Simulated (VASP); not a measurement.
Crystal: AlB2As3.

```
CELL_PARAMETERS angstrom
3.64424 0.00000 0.00000
-1.82212 3.15601 0.00000
0.00000 0.00000 8.92653
ATOMIC_POSITIONS crystal
Al 0.33333 0.66667 0.66667
B 0.00000 0.00000 0.00000
B 0.66667 0.33333 0.33333
As 0.33333 0.66667 0.91667
As 0.66667 0.33333 0.58333
As 0.00000 0.00000 0.25000
```

- Program: VASP 6.6.1
- Task: relaxation of cell and atoms
- Functional: PBE
- Potentials or basis: VASP PAW PBE potentials, release 64 (Al, B, As)
- Cutoff: 600 eV
- k mesh: 6 × 6 × 2
- Occupations: gaussian, width 0.1 eV
- Spin: no spin polarisation

At the start: pressure 3.0 GPa; volume 17.11 Å³/atom.

Problem. Where does the relaxation end?

Solution. Over 11 steps the energy falls by 167.7 meV/atom and the volume is 16.99 Å³/atom (-0.7 %); space group P3m1 (No. 156, to 0.1 Å) before and after.

The path:
```
step  energy change (eV)  largest force (eV/Å)  pressure (GPa)  volume (Å³)
   1              0.0000                3.8320            2.99       102.67
   2             -0.6931                1.3914           -3.59       107.48
   3             -0.6963                1.4568           -3.94       107.85
   4             -0.9296                1.0811            0.15       102.35
   5             -0.9338                1.1435            0.88       101.55
   6             -0.9965                0.3548            1.00       100.86
   7             -1.0027                0.1332            0.91       101.02
   8             -1.0051                0.0590           -0.50       102.42
   9             -1.0058                0.0545           -0.04       101.95
  10             -1.0058                0.0530           -0.06       101.97
  11             -1.0059                0.0114           -0.01       101.94
```

Final structure:
```xyz
6
Lattice="3.6057 0.0000 0.0000 -1.8029 3.1226 0.0000 0.0000 0.0000 9.0537" Properties=species:S:1:pos:R:3 pbc="T T T"
Al    0.0000    2.0818    6.0589
B     0.0000    0.0000    0.1608
B     1.8029    1.0409    2.9000
As    0.0000    2.0818    8.5453
As    1.8029    1.0409    4.9881
As    0.0000    0.0000    2.2446
```
